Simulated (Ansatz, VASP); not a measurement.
Ti: VASP beside Ansatz

```
Ti
1.0
     0.00000    1.96910    1.96910
     1.96910    0.00000    1.96910
     1.96910    1.96910    0.00000
Ti
1
Direct
  0.00000 0.00000 0.00000
```

Change from the starting cell: strain -0.030 along x and y, -0.030 along z, atoms carried along.

Alike in both runs: task single point; functional PBEsol; k mesh 10 × 10 × 10; occupations gaussian, width 0.15 eV; no spin polarisation.

```csv
,VASP,Ansatz
version,VASP 6.6.1,Ansatz 0.2.0
potentials or method,"VASP PAW PBE potentials, release 64 (Ti_sv), cutoff 520 eV","scalar-relativistic, plane waves, PAW"
valence electrons in the cell,12,12
```

|  | VASP | Ansatz | Ansatz less VASP |
| --- | --- | --- | --- |
| gap on the k mesh at the Fermi level (eV) | none | none | - |
| pressure (GPa) | 11.3 | 11.8 | +0.48 |

VASP's potentials were made for PBE, not for PBEsol. A gap of «none» marks a metal or a gap that the smearing closes. The functional is the same, so the differences come from potentials, cutoffs and numerics.
